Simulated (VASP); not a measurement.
# YIn (Pm-3m) in VASP: a series of runs

The runs below take YIn through vibrations by perturbation theory, with LDA.

Everything below comes from runs of VASP 6.6.1. Logs are shortened: lines on timing, memory, paths and dates and some standing lists are left out, and cuts for length are marked.

### 1 The cell of the first run

The structure is cubic, space group Pm-3m (No. 221). Conventional cell: a = 3.530 Å, b = 3.530 Å, c = 3.530 Å, α = 90.00°, β = 90.00°, γ = 90.00°. Within 4.0 Å of Y (site symmetry m-3m) lie 8 In at 3.06 Å and 6 Y at 3.53 Å. Within 4.0 Å of In (site symmetry m-3m) lie 8 Y at 3.06 Å and 6 In at 3.53 Å.

### 2 Vibrations by perturbation theory, LDA

File INCAR:

```
ALGO = Normal
EDIFF = 1E-8
ENCUT = 520
GGA = CA
IBRION = 8
ISIF = 2
ISMEAR = -1
LASPH = T
LCHARG = F
LREAL = F
LWAVE = F
NELM = 60
NSW = 1
PREC = Accurate
SIGMA = 0.15
```

File KPOINTS:

```
k-points
0
Gamma
  12 12 12
```

File POSCAR:

```
YIn
1.0
    3.5303721835      0.0000000000      0.0000000000
    0.0000000000      3.5303721835      0.0000000000
    0.0000000000      0.0000000000      3.5303721835
Y In
1 1
Direct
    0.5000000000      0.5000000000      0.5000000000
    0.0000000000      0.0000000000      0.0000000000
```

Potentials or basis: VASP PAW LDA potentials, release 64 (Y_sv, In_d).

The run is started by

```bash
> cat potpaw_LDA.64/Y_sv/POTCAR potpaw_LDA.64/In_d/POTCAR > POTCAR
> mpirun -np 1 vasp_std > vasp.out
```

OUTCAR:

```text
EDIFF = 1E-8
   ENCUT = 520
   GGA = CA
   IBRION = 8
   ISIF = 2
   ISMEAR = -1
   LASPH = T
   LREAL = F
   NELM = 60
   NSW = 1
   PREC = Accurate

 ion  position               nearest neighbor table
   1  0.500  0.500  0.500-   2 3.06   2 3.06   2 3.06   2 3.06   2 3.06   2 3.06   2 3.06   2 3.06

   2  0.000  0.000  0.000-   1 3.06   1 3.06   1 3.06   1 3.06   1 3.06   1 3.06   1 3.06   1 3.06

  LATTYP: Found a simple cubic cell.
 ALAT       =     3.5303721835

  Lattice vectors:

 A1 = (   3.5303721835,   0.0000000000,   0.0000000000)
 A2 = (   0.0000000000,   3.5303721835,   0.0000000000)
 A3 = (   0.0000000000,   0.0000000000,   3.5303721835)

Analysis of symmetry for initial positions (statically):
=====================================================================
 Subroutine PRICEL returns:
 Original cell was already a primitive cell.

 Routine SETGRP: Setting up the symmetry group for a
 simple cubic supercell.

 Subroutine GETGRP returns: Found 48 space group operations
 (whereof 48 operations were pure point group operations)
 out of a pool of 48 trial point group operations.

The static configuration has the point symmetry O_h .

Analysis of symmetry for dynamics (positions and initial velocities):
=====================================================================
 Subroutine PRICEL returns:
 Original cell was already a primitive cell.

 Routine SETGRP: Setting up the symmetry group for a
 simple cubic supercell.

 Subroutine GETGRP returns: Found 48 space group operations
 (whereof 48 operations were pure point group operations)
 out of a pool of 48 trial point group operations.

The dynamic configuration has the point symmetry O_h .

 Subroutine INISYM returns: Found 48 space group operations
 (whereof 48 operations are pure point group operations),
 and found     1 'primitive' translations

----------------------------------------------------------------------------------------

                                     Primitive cell

  volume of cell :      44.0009

  direct lattice vectors                    reciprocal lattice vectors
[... 614 lines left out ...]
  energy-cutoff  :      520.00
  volume of cell :       44.00
      direct lattice vectors                 reciprocal lattice vectors
     3.530372183  0.000000000  0.000000000     0.283256254  0.000000000  0.000000000
     0.000000000  3.530372183  0.000000000     0.000000000  0.283256254  0.000000000
     0.000000000  0.000000000  3.530372183     0.000000000  0.000000000  0.283256254

 POSITION                                       TOTAL-FORCE (eV/Angst)
 -----------------------------------------------------------------------------------
      1.76519      1.76519      1.76519         0.000000      0.000000      0.000000
      0.00000      0.00000      0.00000         0.000000      0.000000      0.000000
 -----------------------------------------------------------------------------------
    total drift:                               -0.000000      0.000000      0.000000

  FREE ENERGIE OF THE ION-ELECTRON SYSTEM (eV)
  ---------------------------------------------------
  free  energy   TOTEN  =       -11.2309017220 eV

  energy  without entropy=      -11.1615272470  energy(sigma->0) =      -11.19621448

[... ionic steps 2 to 3 ...]

--------------------------------------- Ionic step        4  -------------------------------------------

------------------------ aborting loop because EDIFF is reached ----------------------------------------

[... ionic steps 5 to 6 ...]

--------------------------------------- Ionic step        7  -------------------------------------------

 Free energy of the ion-electron system (eV)
  ---------------------------------------------------
  ---------------------------------------------------
  free energy    TOTEN  =        -0.23792593 eV

  energy without entropy =       -0.23792593

------------------------ aborting loop because EDIFF is reached ----------------------------------------

 INTERNAL STRAIN TENSOR  FOR ION    2  DIRECTION 1   (eV/Angst):
 -----------------------------------------------------------------------------
     0.03828  0.00000  0.00000
     0.00000 -0.01345 -0.00000
    -0.00000 -0.00000 -0.01345

 INTERNAL STRAIN TENSOR FOR ION    2 for displacements in x,y,z  (eV/Angst):
          X           Y           Z          XY          YZ          ZX
  --------------------------------------------------------------------------------
  x     0.00000     0.00000     0.00000     0.00000     0.00000     0.00000
  y     0.00000     0.00000     0.00000     0.00000     0.00000     0.00000
  z     0.00000     0.00000     0.00000     0.00000     0.00000     0.00000

 SECOND DERIVATIVES (NOT SYMMETRIZED)
 ------------------------------------
               1X          1Y          1Z          2X          2Y          2Z
  1X    -5.246458    0.000000    0.000000    5.246458    0.000000    0.000000
  1Y     0.000000   -5.246458    0.000000    0.000000    5.246458    0.000000
  1Z     0.000000    0.000000   -5.246458    0.000000    0.000000    5.246458
  2X     5.255626    0.000000    0.000000   -5.255626   -0.000000   -0.000000
  2Y     0.000000    5.255626    0.000000   -0.000000   -5.255626    0.000000
  2Z     0.000000    0.000000    5.255626    0.000000   -0.000000   -5.255626

 Eigenvectors and eigenvalues of the dynamical matrix
 ----------------------------------------------------

   1 f  =    5.060557 THz    31.796417 2PiTHz  168.802012 cm-1    20.928773 meV
             X         Y         Z           dx          dy          dz
      1.765186  1.765186  1.765186     0.000000   -0.750447    0.000000
      0.000000  0.000000  0.000000    -0.000000    0.660931    0.000000
[... 21 lines left out ...]
   6 f/i=    0.002191 THz     0.013768 2PiTHz    0.073091 cm-1     0.009062 meV
             X         Y         Z           dx          dy          dz
      1.765186  1.765186  1.765186    -0.226006   -0.489651    0.382090
      0.000000  0.000000  0.000000    -0.256616   -0.555969    0.433840

--------------------------------------------------------------------------------------------------------

 ELASTIC MODULI CONTR FROM IONIC RELAXATION (kBar)
 Direction    XX          YY          ZZ          XY          YZ          ZX
 --------------------------------------------------------------------------------
 XX           0.0000      0.0000      0.0000      0.0000      0.0000      0.0000
 YY           0.0000      0.0000      0.0000      0.0000      0.0000      0.0000
 ZZ           0.0000      0.0000      0.0000      0.0000      0.0000      0.0000
 XY           0.0000      0.0000      0.0000      0.0000      0.0000      0.0000
 YZ           0.0000      0.0000      0.0000      0.0000      0.0000      0.0000
 ZX           0.0000      0.0000      0.0000      0.0000      0.0000      0.0000
 --------------------------------------------------------------------------------
```

stdout:

```text
POSCAR found type information on POSCAR Y In
 POSCAR found :  2 types and       2 ions
 scaLAPACK will be used
 LDA part: xc-table for (Slater(with rela. corr.)+CA(PZ))
 , standard interpolation
 POSCAR, INCAR and KPOINTS ok, starting setup
 FFT: planning ... GRIDC
 FFT: planning ... GRID_SOFT
 FFT: planning ... GRID
 WAVECAR not read
 entering main loop
 Linear response reoptimize wavefunctions to high precision
 Linear response DOF=           2
 Linear response progress:
 first order change of Fermi-energy   0.73800E-03
 force on displaced ion       1 direction 1 :  -5.246   0.000   0.000
 Linear response progress:
 first order change of Fermi-energy  -0.21486E-03
 force on displaced ion       2 direction 1 :  -5.256  -0.000   0.000
 Linear response finished
```

It took 5.4 min on 1 thread of Intel Xeon 6975P-C (Granite Rapids), shared host; peak memory 0.44 GiB.

What came out:

* Highest phonon frequency at Γ: 169 cm⁻¹

Phonon frequencies in cm⁻¹ (negative: imaginary):
```tsv
q point	frequencies
(0.000, 0.000, 0.000)	0 0 0 169 169 169
```

Caveat: the cell stands under pressure or tension, which shifts response properties; spin-orbit coupling is left out, which moves the levels of the heavy elements.

### 3 Vibrations by perturbation theory, LDA

This run uses another cell than the first one, of 23.69 Å³/atom.

File INCAR:

```
SYSTEM = YIn
PREC     = Accurate       ! precision mode
ENCUT    = 520            ! plane-wave cutoff, eV
EDIFF    = 1E-8           ! SCF threshold, eV
ISMEAR   = -1             ! smearing method
SIGMA    = 0.15           ! smearing width, eV
LREAL    = .FALSE.        ! projectors in reciprocal space
LASPH    = .TRUE.         ! aspherical terms in the spheres
NELM     = 100            ! most SCF steps
ALGO     = Fast           ! electronic algorithm
ISIF     = 2              ! what is computed and relaxed
LWAVE    = .FALSE.        ! write WAVECAR
LCHARG   = .TRUE.         ! write CHGCAR
GGA      = CA             ! functional
NBANDS   = 19             ! bands
IBRION   = 8              ! ionic algorithm
NSW      = 1              ! ionic steps
```

File KPOINTS:

```
regular mesh
0
G
  12 12 12
  0 0 0
```

File POSCAR:

```
YIn
1.0
    3.6184246109      0.0000000000      0.0000000000
    0.0000000000      3.6184246109      0.0000000000
    0.0000000000      0.0000000000      3.6184246109
Y In
1 1
Direct
    0.5000000000      0.5000000000      0.5000000000
    0.0000000000      0.0000000000      0.0000000000
```

Potentials or basis: VASP PAW LDA potentials, release 64 (Y_sv, In_d).

The run is started by

```bash
> cat potpaw_LDA.64/Y_sv/POTCAR potpaw_LDA.64/In_d/POTCAR > POTCAR
> mpirun -np 1 vasp_std > vasp.out
```

OUTCAR:

```text
SYSTEM = YIn
   PREC = Accurate
   ENCUT = 520
   EDIFF = 1E-8
   ISMEAR = -1
   LREAL = .FALSE.
   LASPH = .TRUE.
   NELM = 100
   ISIF = 2
   GGA = CA
   IBRION = 8
   NSW = 1

 ion  position               nearest neighbor table
   1  0.500  0.500  0.500-   2 3.13   2 3.13   2 3.13   2 3.13   2 3.13   2 3.13   2 3.13   2 3.13

   2  0.000  0.000  0.000-   1 3.13   1 3.13   1 3.13   1 3.13   1 3.13   1 3.13   1 3.13   1 3.13

  LATTYP: Found a simple cubic cell.
 ALAT       =     3.6184246109

  Lattice vectors:

 A1 = (   3.6184246109,   0.0000000000,   0.0000000000)
 A2 = (   0.0000000000,   3.6184246109,   0.0000000000)
 A3 = (   0.0000000000,   0.0000000000,   3.6184246109)

Analysis of symmetry for initial positions (statically):
=====================================================================
 Subroutine PRICEL returns:
 Original cell was already a primitive cell.

 Routine SETGRP: Setting up the symmetry group for a
 simple cubic supercell.

 Subroutine GETGRP returns: Found 48 space group operations
 (whereof 48 operations were pure point group operations)
 out of a pool of 48 trial point group operations.

The static configuration has the point symmetry O_h .

Analysis of symmetry for dynamics (positions and initial velocities):
=====================================================================
 Subroutine PRICEL returns:
 Original cell was already a primitive cell.

 Routine SETGRP: Setting up the symmetry group for a
 simple cubic supercell.

 Subroutine GETGRP returns: Found 48 space group operations
 (whereof 48 operations were pure point group operations)
 out of a pool of 48 trial point group operations.
[... 713 lines left out ...]
    total drift:                                0.000000      0.000000      0.000000

  FREE ENERGIE OF THE ION-ELECTRON SYSTEM (eV)
  ---------------------------------------------------
  free  energy   TOTEN  =       -11.3657984228 eV

  energy  without entropy=      -11.2850471604  energy(sigma->0) =      -11.32542279

[... ionic steps 2 to 3 ...]

--------------------------------------- Ionic step        4  -------------------------------------------

------------------------ aborting loop because EDIFF is reached ----------------------------------------

[... ionic steps 5 to 6 ...]

--------------------------------------- Ionic step        7  -------------------------------------------

 Free energy of the ion-electron system (eV)
  ---------------------------------------------------
  ---------------------------------------------------
  free energy    TOTEN  =        -0.23834357 eV

  energy without entropy =       -0.23834357

------------------------ aborting loop because EDIFF is reached ----------------------------------------

 INTERNAL STRAIN TENSOR  FOR ION    2  DIRECTION 1   (eV/Angst):
 -----------------------------------------------------------------------------
     0.02987  0.00000  0.00000
     0.00000 -0.01070  0.00000
    -0.00000  0.00000 -0.01070

 INTERNAL STRAIN TENSOR FOR ION    2 for displacements in x,y,z  (eV/Angst):
          X           Y           Z          XY          YZ          ZX
  --------------------------------------------------------------------------------
  x     0.00000     0.00000     0.00000     0.00000     0.00000     0.00000
  y     0.00000     0.00000     0.00000     0.00000     0.00000     0.00000
  z     0.00000     0.00000     0.00000     0.00000     0.00000     0.00000

 SECOND DERIVATIVES (NOT SYMMETRIZED)
 ------------------------------------
               1X          1Y          1Z          2X          2Y          2Z
  1X    -4.032098    0.000000    0.000000    4.032098   -0.000000   -0.000000
  1Y     0.000000   -4.032098    0.000000   -0.000000    4.032098   -0.000000
  1Z     0.000000    0.000000   -4.032098   -0.000000   -0.000000    4.032098
  2X     4.011633    0.000000   -0.000000   -4.011633   -0.000000    0.000000
  2Y     0.000000    4.011633   -0.000000   -0.000000   -4.011633    0.000000
  2Z    -0.000000   -0.000000    4.011633    0.000000    0.000000   -4.011633

 Eigenvectors and eigenvalues of the dynamical matrix
 ----------------------------------------------------

   1 f  =    4.429799 THz    27.833248 2PiTHz  147.762188 cm-1    18.320168 meV
             X         Y         Z           dx          dy          dz
      1.809212  1.809212  1.809212     0.751566   -0.000000    0.000000
      0.000000  0.000000  0.000000    -0.659658    0.000000    0.000000
[... 21 lines left out ...]
   6 f/i=    0.005588 THz     0.035108 2PiTHz    0.186385 cm-1     0.023109 meV
             X         Y         Z           dx          dy          dz
      1.809212  1.809212  1.809212    -0.411541   -0.000000   -0.515542
      0.000000  0.000000  0.000000    -0.468879   -0.000000   -0.587370

--------------------------------------------------------------------------------------------------------

 ELASTIC MODULI CONTR FROM IONIC RELAXATION (kBar)
 Direction    XX          YY          ZZ          XY          YZ          ZX
 --------------------------------------------------------------------------------
 XX           0.0000      0.0000      0.0000      0.0000      0.0000      0.0000
 YY           0.0000      0.0000      0.0000      0.0000      0.0000      0.0000
 ZZ           0.0000      0.0000      0.0000      0.0000      0.0000      0.0000
 XY           0.0000      0.0000      0.0000      0.0000      0.0000      0.0000
 YZ           0.0000      0.0000      0.0000      0.0000      0.0000      0.0000
 ZX           0.0000      0.0000      0.0000      0.0000      0.0000      0.0000
 --------------------------------------------------------------------------------
```

stdout:

```text
POSCAR found type information on POSCAR Y In
 POSCAR found :  2 types and       2 ions
[... 39 lines left out ...]
 num prob  num prob  num prob  num prob  num prob  num prob  num prob  num prob  num prob  num prob  num prob  num prob  num prob  num prob  num prob  num prob  num prob  num prob  num prob  num prob  num prob  num prob  num prob  num prob  num prob  num prob  num prob  num prob  num prob WARNING in EDDRMM: call to ZHEGV failed, returncode =   6  3     13
 num prob  num prob  num prob  num prob  num prob  num prob  num prob  num prob RMM:  41    -0.113657983808E+02   -0.16757E-07   -0.16863E-07  1609   0.528E-04    0.735E-05
 num prob  num prob  num prob  num prob  num prob  num prob  num prob  num prob  num prob  num prob  num prob  num prob  num prob  num prob  num prob  num prob  num prob  num prob  num prob  num prob  num prob  num prob  num prob  num prob  num prob  num
```

Wall time 8.8 min (1 thread of Intel Xeon 6975P-C (Granite Rapids), shared host); peak memory 0.5 GiB.

What came out:

```
Highest phonon frequency at Γ : 148 cm⁻¹
```

Phonon frequencies in cm⁻¹ (negative: imaginary):
| q point | frequencies |
| --- | --- |
| (0.000, 0.000, 0.000) | 0 0 0 148 148 148 |

Caveat: the cell stands under pressure or tension, which shifts response properties; spin-orbit coupling is left out, which moves the levels of the heavy elements.
